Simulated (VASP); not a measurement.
Input of a VASP 6.6.1 run:

The input INCAR:

```
PREC     = Accurate       # precision mode
ENCUT    = 520            # plane-wave cutoff, eV
EDIFF    = 1E-7           # SCF threshold, eV
ISMEAR   = 0              # smearing method
SIGMA    = 0.1            # smearing width, eV
LREAL    = F              # projectors in reciprocal space
LASPH    = T              # aspherical terms in the spheres
NELM     = 100            # most SCF steps
ALGO     = Normal         # electronic algorithm
ISIF     = 2              # what is computed and relaxed
LWAVE    = F              # write WAVECAR
LCHARG   = F              # write CHGCAR
GGA      = PE             # functional
NBANDS   = 10             # bands
```

The input KPOINTS:

```
regular mesh
0
Gamma
  9 9 4
```

POSCAR

```
Be2H
1.0
    2.3783211033      0.0000000028      0.0000000000
   -1.1891605541      2.0596864924      0.0000000000
    0.0000000000      0.0000000000      4.0687609140
Be H
2 1
Direct
    0.3333333333      0.6666666667      0.2870266905
    0.6666666667      0.3333333333      0.7129733095
    0.0000000000      0.0000000000      0.0000000000
```

Potentials or basis: VASP PAW PBE potentials, release 64 (Be, H).

Command:

```bash
$ cat potpaw_PBE.64/Be/POTCAR potpaw_PBE.64/H/POTCAR > POTCAR
$ mpirun -np 1 vasp_std > vasp.out
```

Q: What does it give for the pressure?

A: -0.2 GPa.

Q: Estimate the largest force.

A: 0.013 eV/Å.

Forces in eV/Å, atoms in the order of the input:
```
Be   0.000  0.000 -0.013
Be   0.000  0.000  0.013
H    0.000  0.000  0.000
```

Caveat: the k points lie up to 0.39 Å⁻¹ apart.
